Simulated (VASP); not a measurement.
Wanted: the native input for a VASP 6.6.1 run.

| Property | Result |
| --- | --- |
| Task | single point |
| Functional | PBE |
| Potentials or basis | VASP PAW PBE potentials, release 64 (Gd, S) |
| Cutoff | 520 eV |
| k mesh | 4 × 4 × 4 |
| Occupations | gaussian, width 0.1 eV |
| Spin | collinear spin, ferromagnetic start |
| Starting moments | [7.0, 7.0, 7.0, 0.0] μB |
| Dipole correction | no |
| Further INCAR settings | ALGO = Normal; EDIFF = 1e-06; NBANDS = 42 |

The structure of Gd3S lies in POSCAR:

```
Gd3S
1.0
    4.8275611400      0.0000000000      0.0000000000
    0.0000000000      4.8275611400      0.0000000000
    0.0000000000      0.0000000000      4.8275611400
Gd S
3 1
Direct
    0.0000000000      0.5000000000      0.5000000000
    0.5000000000      0.0000000000      0.5000000000
    0.5000000000      0.5000000000      0.0000000000
    0.5000000000      0.5000000000      0.5000000000
```

These files were run (other wordings do the same):

INCAR

```
PREC = Accurate
ENCUT = 520
EDIFF = 1E-6
ISMEAR = 0
SIGMA = 0.1
LREAL = False
LASPH = True
NELM = 150
ALGO = Normal
ISIF = 2
LWAVE = False
LCHARG = False
ISPIN = 2
MAGMOM = 7 7 7 0
LORBIT = 11
LMAXMIX = 6
GGA = PE
NBANDS = 42
```

KPOINTS

```
Automatic mesh
0
Gamma
  4 4 4
```

Potentials or basis: VASP PAW PBE potentials, release 64 (Gd, S).

Launch:

```console
$ cat potpaw_PBE.64/Gd/POTCAR potpaw_PBE.64/S/POTCAR > POTCAR
$ mpirun -np 1 vasp_std > vasp.out
```

It gave:

```yaml
Pressure: 22.3 GPa
Net_moment: 22.34 μB per cell
Site_moments: Gd +6.88; S -0.03 μB
Valence_electrons_inside_the_program's_atomic_spheres: Gd 15.42; S 3.98
```

Wall time 8.9 min on 1 thread of Intel(R) Xeon(R) Platinum 8375C CPU @ 2.90GHz (Ice Lake), with other jobs on the host, peak memory 0.29 GiB.
